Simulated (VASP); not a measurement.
# SiC (P6_3mc) in VASP: further runs

SiC is run at these levels: PBEsol; tasks: single point.

Everything below comes from runs of VASP 6.6.1. Logs are shortened: lines on timing, memory, paths and dates and some standing lists are left out, and cuts for length are marked.

## (1) The cell of the first run

Symmetry: P6_3mc, No. 186, hexagonal system. The conventional cell has a = 3.060 Å, b = 3.060 Å, c = 5.053 Å, α = 90.00°, β = 90.00°, γ = 120.00°. Within 2.5 Å of Si (site symmetry 3m) lie 4 C at 1.88 to 1.90 Å. C (site symmetry 3m) has 4 Si at 1.88 to 1.90 Å within 2.5 Å.

## (2) Single point, PBEsol (film at in-plane strain -0.005)

File INCAR:

```
SYSTEM = SiC
PREC = Accurate
ENCUT = 520
EDIFF = 1E-6
ISMEAR = 0
SIGMA = 0.01
LREAL = .False.
LASPH = .True.
NELM = 100
ALGO = Normal
ISIF = 2
LWAVE = .False.
LCHARG = .False.
GGA = PS
NBANDS = 16
```

File KPOINTS:

```
Automatic mesh
0
Gamma
  8 8 6
  0 0 0
```

File POSCAR:

```
SiC
1.0
    3.0603930970      0.0000000000      0.0000000000
   -1.5301965485      2.6503781676      0.0000000000
    0.0000000000      0.0000000000      5.0529364100
Si C
2 2
Direct
    0.3333333333      0.6666666667      0.0049346164
    0.6666666667      0.3333333333      0.5049346164
    0.3333333333      0.6666666667      0.3800653836
    0.6666666667      0.3333333333      0.8800653836
```

Potentials or basis: VASP PAW PBE potentials, release 64 (Si, C).

Command:

```sh
$ cat potpaw_PBE.64/Si/POTCAR potpaw_PBE.64/C/POTCAR > POTCAR
$ mpirun -np 1 vasp_std > vasp.out
```

OUTCAR:

```text
SYSTEM = SiC
   PREC = Accurate
   ENCUT = 520
   EDIFF = 1E-6
   ISMEAR = 0
   LREAL = .False.
   LASPH = .True.
   NELM = 100
   ISIF = 2
   GGA = PS

 ion  position               nearest neighbor table
   1  0.333  0.667  0.005-   4 1.88   4 1.88   4 1.88   3 1.90   2 3.08   2 3.08   2 3.08   2 3.08
                             2 3.08   2 3.08
   2  0.667  0.333  0.505-   3 1.88   3 1.88   3 1.88   4 1.90   1 3.08   1 3.08   1 3.08   1 3.08
                             1 3.08   1 3.08
   3  0.333  0.667  0.380-   2 1.88   2 1.88   2 1.88   1 1.90
   4  0.667  0.333  0.880-   1 1.88   1 1.88   1 1.88   2 1.90

  LATTYP: Found a hexagonal cell.
 ALAT       =     3.0603930970
 C/A-ratio  =     1.6510743064

  Lattice vectors:

 A1 = (   3.0603930970,   0.0000000000,   0.0000000000)
 A2 = (  -1.5301965485,   2.6503781676,   0.0000000000)
 A3 = (   0.0000000000,   0.0000000000,   5.0529364100)

Analysis of symmetry for initial positions (statically):
=====================================================================
 Subroutine PRICEL returns:
 Original cell was already a primitive cell.

 Routine SETGRP: Setting up the symmetry group for a
 hexagonal supercell.

 Subroutine GETGRP returns: Found 12 space group operations
 (whereof  6 operations were pure point group operations)
 out of a pool of 24 trial point group operations.

The static configuration has the point symmetry C_3v.
 The point group associated with its full space group is C_6v.

Analysis of symmetry for dynamics (positions and initial velocities):
=====================================================================
 Subroutine PRICEL returns:
 Original cell was already a primitive cell.

 Routine SETGRP: Setting up the symmetry group for a
 hexagonal supercell.

 Subroutine GETGRP returns: Found 12 space group operations
 (whereof  6 operations were pure point group operations)
 out of a pool of 24 trial point group operations.

The dynamic configuration has the point symmetry C_3v.
 The point group associated with its full space group is C_6v.

 Subroutine INISYM returns: Found 12 space group operations
 (whereof  6 operations are pure point group operations),
 and found     1 'primitive' translations

----------------------------------------------------------------------------------------

                                     Primitive cell

  volume of cell :      40.9854

  direct lattice vectors                    reciprocal lattice vectors
     3.060393097  0.000000000  0.000000000     0.326755410  0.188652324  0.000000000
[... 96 lines left out ...]
   ISIF   =      2    stress and relaxation
   ISYM   =      2    0-nonsym 1-usesym 2-fastsym
   POTIM  = 0.5000    time-step for ionic-motion
   TEBEG  =    0.0;   TEEND  =   0.0 temperature during run
   PSTRESS=    0.0 pullay stress
   NELECT =      16.0000    total number of electrons
   NUPDOWN=      -1.0000    fix difference up-down
   EMIN   =  10.00;   EMAX   =-10.00  energy-range for DOS
   EFERMI =   0.00;   METHOD = LEGACY
   ISMEAR =     0;   SIGMA  =   0.01  broadening in eV -4-tet -1-fermi 0-gaus
   EFERMI_NEDOS =   21; number of points for ismear=-14 and -15
   IALGO  =     38    algorithm
   IMIX   =      4    mixing-type and parameters
     AMIX     =   0.40;   BMIX     =  1.00
     AMIX_MAG =   1.60;   BMIX_MAG =  1.00
  volume/ion in A,a.u.               =      10.25        69.15
  Fermi-wavevector in a.u.,A,eV,Ry     =   1.196479  2.261018 19.477594  1.431563
  Thomas-Fermi vector in A             =   2.332419
   LORBIT       =      0    0 simple, 1 ext, 2 COOP (PROOUT), +10 PAW based schemes
   GGA     = PS    functional components
   LHFCALC =     F    Hartree Fock is set to
   AEXX    =    0.0000 exact exchange contribution
   IVDW    =     0    specifies the selected vdW correction
   LEPSILON=     F    determine dielectric tensor
   LRPA    =     F    only Hartree local field effects (RPA)
 non-spin polarized calculation
 Gauss-broadening in eV      SIGMA  =   0.01
  energy-cutoff  :      520.00
  volume of cell :       40.99
 maximum number of plane-waves:      1117
 NGX is ok and might be reduce to    24
   NGX = 11   NGY = 11   NGZ = 19

 number of electron      15.9999999 magnetization

 Free energy of the ion-electron system (eV)
  ---------------------------------------------------
  ext. energy  EPLUGINS =         0.00000000
  ---------------------------------------------------
  free energy    TOTEN  =       -31.81592825 eV

  energy without entropy =      -31.81592825  energy(sigma->0) =      -31.81592825

 E-fermi :   8.3897     XC(G=0): -11.5394

 val. band max:        8.3314350732   @ k =   0.0000   0.0000   0.0000
 cond. band min:      10.6425829272   @ k =   0.3750   0.2500   0.0000
 fundamental gap:      2.3111478540
 Fermi energy:         8.3897428083

 k-point     1 :       0.0000    0.0000    0.0000
  band No.  band energies     occupation
      1      -7.3497      2.00000
      2      -3.7561      2.00000
      3      -0.5233      2.00000
      4       7.0323      2.00000
      5       7.0323      2.00000
      6       8.1559      2.00000
[... 433 lines left out ...]
      3       0.6877      2.00000
      4       1.9427      2.00000
      5       4.1898      2.00000
      6       5.6038      2.00000
[... 8 lines left out ...]
     15      20.0355      0.00000
     16      20.2880      0.00000

 [... further k-points ...]

------------------------ aborting loop because EDIFF is reached ----------------------------------------

  FORCE on cell =-STRESS in cart. coord.  units (eV):
  Direction    XX          YY          ZZ          XY          YZ          ZX
  --------------------------------------------------------------------------------------
  -------------------------------------------------------------------------------------
  Total        0.8914543      0.8914543      0.0890588      0.0000000      0.0000000      0.0000000
  in kB       34.8482358     34.8482358      3.4814380      0.0000000      0.0000000      0.0000000
  external PRESSURE =      24.3926365 kB  Pullay stress =       0.0000000 kB

 VOLUME and BASIS-vectors are now :
 -----------------------------------------------------------------------------
  energy-cutoff  :      520.00
  volume of cell :       40.99
      direct lattice vectors                 reciprocal lattice vectors
     3.060393097  0.000000000  0.000000000     0.326755410  0.188652324  0.000000000
    -1.530196548  2.650378168  0.000000000     0.000000000  0.377304647  0.000000000
     0.000000000  0.000000000  5.052936410     0.000000000  0.000000000  0.197904727

 POSITION                                       TOTAL-FORCE (eV/Angst)
 -----------------------------------------------------------------------------------
     -0.00000      1.76692      0.02493         0.000000      0.000000      0.002403
      1.53020      0.88346      2.55140        -0.000000     -0.000000      0.002403
     -0.00000      1.76692      1.92045         0.000000     -0.000000     -0.002403
      1.53020      0.88346      4.44691        -0.000000     -0.000000     -0.002403
 -----------------------------------------------------------------------------------
    total drift:                               -0.000000     -0.000000     -0.000153

  FREE ENERGIE OF THE ION-ELECTRON SYSTEM (eV)
  ---------------------------------------------------
  free  energy   TOTEN  =       -31.8159282485 eV

  energy  without entropy=      -31.8159282485  energy(sigma->0) =      -31.81592825
```

stdout:

```text
POSCAR found type information on POSCAR SiC
 POSCAR found :  2 types and       4 ions
 scaLAPACK will be used
 -----------------------------------------------------------------------------
|                                                                             |
|                                                                             |
|     You enforced a specific xc type in the INCAR file but a different       |
|     I HOPE YOU KNOW WHAT YOU ARE DOING!                                     |
|                                                                             |
 -----------------------------------------------------------------------------

 LDA part: xc-table for (Slater+PW92), standard interpolation
 POSCAR, INCAR and KPOINTS ok, starting setup
 FFT: planning ... GRIDC
 FFT: planning ... GRID_SOFT
 FFT: planning ... GRID
 WAVECAR not read
 entering main loop
```

Run time: 12 s. Hardware: 1 thread of Intel Xeon 6975P-C, shared host; peak memory 0.16 GiB.

Results:

```
Free energy            : -31.8159 eV
Pressure               : 2.4 GPa
Band gap on the k mesh : 2.31 eV, indirect (least direct gap 3.92 eV)
```

Forces on the atoms (eV/Å):
```
Si   0.000  0.000  0.002
Si   0.000  0.000  0.002
C    0.000  0.000 -0.002
C    0.000  0.000 -0.002
```

Stress tensor (GPa, compression positive):
```
3.48 0.00 0.00
0.00 3.48 0.00
0.00 0.00 0.35
```

Levels at points of the mesh, in eV from the valence-band top:
| k point | band 6 | band 7 | band 8 | band 9 | band 10 | band 11 |
| --- | --- | --- | --- | --- | --- | --- |
| (0.00, 0.00, 0.00) | -0.18 | 0.00 | 0.00 | 4.90 | 6.13 | 6.68 |
| (0.50, 0.00, 0.00) | -3.39 | -3.34 | -1.22 | 2.70 | 4.07 | 6.86 |
| (0.00, 0.00, 0.50) | -0.70 | -0.70 | -0.70 | 5.96 | 5.96 | 7.35 |
| (0.50, 0.00, 0.50) | -2.47 | -2.41 | -2.41 | 3.15 | 3.15 | 5.16 |

Caveat: the cell differs from its parent crystal (film at in-plane strain -0.005); the PAW data sets were made with another functional, which shifts forces and pressure a little.

## (3) Single point, PBEsol (in-plane strain +0.005)

File INCAR:

```
SYSTEM = SiC
PREC     = Accurate       ! precision mode
ENCUT    = 520            ! plane-wave cutoff, eV
EDIFF    = 1E-6           ! SCF threshold, eV
ISMEAR   = 0              ! smearing method
SIGMA    = 0.01           ! smearing width, eV
LREAL    = .FALSE.        ! projectors in reciprocal space
LASPH    = .TRUE.         ! aspherical terms in the spheres
NELM     = 60             ! most SCF steps
ALGO     = Normal         ! electronic algorithm
ISIF     = 2              ! what is computed and relaxed
LWAVE    = .FALSE.        ! write WAVECAR
LCHARG   = .FALSE.        ! write CHGCAR
GGA      = PS             ! functional
NBANDS   = 16             ! bands
```

File KPOINTS:

```
Automatic mesh
0
G
  8 8 6
  0 0 0
```

File POSCAR:

```
SiC
1.0
    3.0911508166      0.0000000000      0.0000000000
   -1.5455754083      2.6770151341      0.0000000000
    0.0000000000      0.0000000000      5.0323887114
Si C
2 2
Direct
    0.3333333333      0.6666666667      0.0045931152
    0.6666666667      0.3333333333      0.5045931152
    0.3333333333      0.6666666667      0.3804068848
    0.6666666667      0.3333333333      0.8804068848
```

Potentials or basis: VASP PAW PBE potentials, release 64 (Si, C).

Command:

```sh
$ cat potpaw_PBE.64/Si/POTCAR potpaw_PBE.64/C/POTCAR > POTCAR
$ mpirun -np 1 vasp_std > vasp.out
```

OUTCAR:

```text
SYSTEM = SiC
   PREC = Accurate
   ENCUT = 520
   EDIFF = 1E-6
   ISMEAR = 0
   LREAL = .FALSE.
   LASPH = .TRUE.
   NELM = 60
   ISIF = 2
   GGA = PS

 ion  position               nearest neighbor table
   1  0.333  0.667  0.005-   4 1.89   4 1.89   4 1.89   3 1.89   2 3.08   2 3.08   2 3.08   2 3.08
                             2 3.08   2 3.08
   2  0.667  0.333  0.505-   3 1.89   3 1.89   3 1.89   4 1.89   1 3.08   1 3.08   1 3.08   1 3.08
                             1 3.08   1 3.08
   3  0.333  0.667  0.380-   2 1.89   2 1.89   2 1.89   1 1.89
   4  0.667  0.333  0.880-   1 1.89   1 1.89   1 1.89   2 1.89

  LATTYP: Found a hexagonal cell.
 ALAT       =     3.0911508166
 C/A-ratio  =     1.6279984413

  Lattice vectors:

 A1 = (   3.0911508166,   0.0000000000,   0.0000000000)
 A2 = (  -1.5455754083,   2.6770151341,   0.0000000000)
 A3 = (   0.0000000000,   0.0000000000,   5.0323887114)

Analysis of symmetry for initial positions (statically):
=====================================================================
 Subroutine PRICEL returns:
 Original cell was already a primitive cell.

[... 180 lines left out ...]
 fundamental gap:      2.4099295314
 Fermi energy:         8.2216396596

 k-point     1 :       0.0000    0.0000    0.0000
  band No.  band energies     occupation
      1      -7.4036      2.00000
      2      -3.7583      2.00000
      3      -0.5796      2.00000
      4       6.7646      2.00000
      5       6.7646      2.00000
      6       8.0509      2.00000
[... 433 lines left out ...]
      3       0.5299      2.00000
      4       1.7989      2.00000
      5       4.1160      2.00000
      6       5.3824      2.00000
[... 8 lines left out ...]
     15      19.7180      0.00000
     16      19.9149      0.00000

 [... further k-points ...]

------------------------ aborting loop because EDIFF is reached ----------------------------------------

  FORCE on cell =-STRESS in cart. coord.  units (eV):
  Direction    XX          YY          ZZ          XY          YZ          ZX
  --------------------------------------------------------------------------------------
  -------------------------------------------------------------------------------------
  Total       -0.6860171     -0.6860171      0.4667819     -0.0000000      0.0000000      0.0000000
  in kB      -26.3937046    -26.3937046     17.9588846     -0.0000000      0.0000000      0.0000000
  external PRESSURE =     -11.6095082 kB  Pullay stress =       0.0000000 kB

 VOLUME and BASIS-vectors are now :
 -----------------------------------------------------------------------------
  energy-cutoff  :      520.00
  volume of cell :       41.64
      direct lattice vectors                 reciprocal lattice vectors
     3.091150817  0.000000000  0.000000000     0.323504112  0.186775186  0.000000000
    -1.545575408  2.677015134  0.000000000     0.000000000  0.373550372  0.000000000
     0.000000000  0.000000000  5.032388711     0.000000000  0.000000000  0.198712790

 POSITION                                       TOTAL-FORCE (eV/Angst)
 -----------------------------------------------------------------------------------
     -0.00000      1.78468      0.02311        -0.000000     -0.000000     -0.082364
      1.54558      0.89234      2.53931         0.000000     -0.000000     -0.082364
     -0.00000      1.78468      1.91436        -0.000000     -0.000000      0.082364
      1.54558      0.89234      4.43055         0.000000      0.000000      0.082364
 -----------------------------------------------------------------------------------
    total drift:                               -0.000000     -0.000000     -0.000092

  FREE ENERGIE OF THE ION-ELECTRON SYSTEM (eV)
  ---------------------------------------------------
  free  energy   TOTEN  =       -31.8172010434 eV

  energy  without entropy=      -31.8172010434  energy(sigma->0) =      -31.81720104
```

stdout:

```text
POSCAR found type information on POSCAR SiC
 POSCAR found :  2 types and       4 ions
 scaLAPACK will be used
 -----------------------------------------------------------------------------
|                                                                             |
|                                                                             |
|     You enforced a specific xc type in the INCAR file but a different       |
|     I HOPE YOU KNOW WHAT YOU ARE DOING!                                     |
|                                                                             |
 -----------------------------------------------------------------------------

 LDA part: xc-table for (Slater+PW92), standard interpolation
 POSCAR, INCAR and KPOINTS ok, starting setup
 FFT: planning ... GRIDC
 FFT: planning ... GRID_SOFT
 FFT: planning ... GRID
 WAVECAR not read
 entering main loop
```

Run time: 13 s. Hardware: 1 thread of Intel Xeon 6975P-C, shared host; peak memory 0.16 GiB.

Results:

* Free energy: -31.8172 eV
* Pressure: -1.2 GPa
* Largest force: 0.082 eV/Å
* Band gap on the k mesh: 2.41 eV, indirect (least direct gap 3.76 eV)

Forces in eV/Å, atoms in the order of the input:
```
Si   0.000  0.000 -0.082
Si   0.000  0.000 -0.082
C    0.000  0.000  0.082
C    0.000  0.000  0.082
```

Levels at points of the mesh, in eV from the valence-band top:
| k point | band 4 | band 5 | band 6 | band 7 | band 8 | band 9 | band 10 | band 11 | band 12 | band 13 |
| --- | --- | --- | --- | --- | --- | --- | --- | --- | --- | --- |
| (0.00, 0.00, 0.00) | -1.36 | -1.36 | -0.07 | 0.00 | 0.00 | 4.57 | 6.20 | 6.50 | 6.50 | 7.67 |
| (0.50, 0.00, 0.00) | -6.24 | -5.46 | -3.36 | -3.32 | -1.17 | 2.59 | 4.17 | 6.75 | 6.99 | 10.10 |
| (0.00, 0.00, 0.50) | -4.38 | -0.74 | -0.74 | -0.74 | -0.74 | 5.69 | 5.69 | 7.19 | 7.19 | 7.19 |
| (0.50, 0.00, 0.50) | -8.28 | -2.47 | -2.47 | -2.30 | -2.30 | 3.18 | 3.18 | 5.17 | 5.17 | 10.27 |

Caveat: the cell differs from its parent crystal (in-plane strain +0.005); the PAW data sets were made with another functional, which shifts forces and pressure a little.

## (4) Single point, PBEsol (in-plane strain +0.005, then relaxed in part)

File INCAR:

```
SYSTEM = SiC
ALGO     = Normal         ! electronic algorithm
EDIFF    = 1E-6           ! SCF threshold, eV
ENCUT    = 520            ! plane-wave cutoff, eV
GGA      = PS             ! functional
ISIF     = 2              ! what is computed and relaxed
ISMEAR   = 0              ! smearing method
LASPH    = .TRUE.         ! aspherical terms in the spheres
LCHARG   = .FALSE.        ! write CHGCAR
LREAL    = .FALSE.        ! projectors in reciprocal space
LWAVE    = .FALSE.        ! write WAVECAR
NBANDS   = 16             ! bands
NELM     = 60             ! most SCF steps
PREC     = Accurate       ! precision mode
SIGMA    = 0.01           ! smearing width, eV
```

File KPOINTS:

```
k-points
0
G
  8 8 6
  0 0 0
```

File POSCAR:

```
SiC
1.0
    3.0911508165      0.0000000000      0.0000000000
   -1.5455754083      2.6770151341      0.0000000000
    0.0000000000      0.0000000000      5.0424016012
Si C
2 2
Direct
    0.3333333333      0.6666666667      0.0042573171
    0.6666666667      0.3333333333      0.5042573171
    0.3333333333      0.6666666667      0.3807426829
    0.6666666667      0.3333333333      0.8807426829
```

Command:

```sh
$ cat potpaw_PBE.64/Si/POTCAR potpaw_PBE.64/C/POTCAR > POTCAR
$ mpirun -np 1 vasp_std > vasp.out
```

It took 12 s on 1 thread of Intel Xeon 6975P-C, shared host; peak memory 0.16 GiB.

Results (log left out):

```
Free energy            : -31.8181 eV
Pressure               : -1.6 GPa
Band gap on the k mesh : 2.43 eV, indirect (least direct gap 3.79 eV)
```

Stress tensor (GPa, compression positive):
```
-2.57  0.00  0.00
 0.00 -2.57  0.00
 0.00  0.00  0.36
```

Levels at points of the mesh, in eV from the valence-band top:
| k point | band 5 | band 6 | band 7 | band 8 | band 9 | band 10 | band 11 | band 12 |
| --- | --- | --- | --- | --- | --- | --- | --- | --- |
| (0.00, 0.00, 0.00) | -1.35 | -0.05 | 0.00 | 0.00 | 4.59 | 6.16 | 6.51 | 6.51 |
| (0.50, 0.00, 0.00) | -5.43 | -3.35 | -3.30 | -1.18 | 2.60 | 4.17 | 6.74 | 7.01 |
| (0.00, 0.00, 0.50) | -0.73 | -0.73 | -0.73 | -0.73 | 5.70 | 5.70 | 7.20 | 7.20 |
| (0.50, 0.00, 0.50) | -2.46 | -2.46 | -2.29 | -2.29 | 3.18 | 3.18 | 5.15 | 5.15 |

Caveat: the cell differs from its parent crystal (in-plane strain +0.005, then relaxed in part); the PAW data sets were made with another functional, which shifts forces and pressure a little. A k mesh can miss the band edges.

## (5) Overview

| cell | gap on the mesh (eV) | pressure (GPa) |
| --- | --- | --- |
| a = 3.060, b = 3.060, c = 5.053 Å, angles 90.0, 90.0, 120.0°, 4 atoms | 2.31 | 2.4 |
| a = 3.091, b = 3.091, c = 5.032 Å, angles 90.0, 90.0, 120.0°, 4 atoms | 2.41 | -1.2 |
| a = 3.091, b = 3.091, c = 5.042 Å, angles 90.0, 90.0, 120.0°, 4 atoms | 2.43 | -1.6 |

Alike in all rows: task single point; level PBEsol; potentials or basis VASP PAW PBE potentials, release 64 (Si, C); no spin polarisation; k mesh 8 × 8 × 6; cutoff (eV) 520; smearing gaussian 0.01 eV.

Caveats: the PAW data sets were made with another functional, which shifts forces and pressure a little.

Total energies depend on the potentials used, so only differences within one code and one set of settings carry meaning.
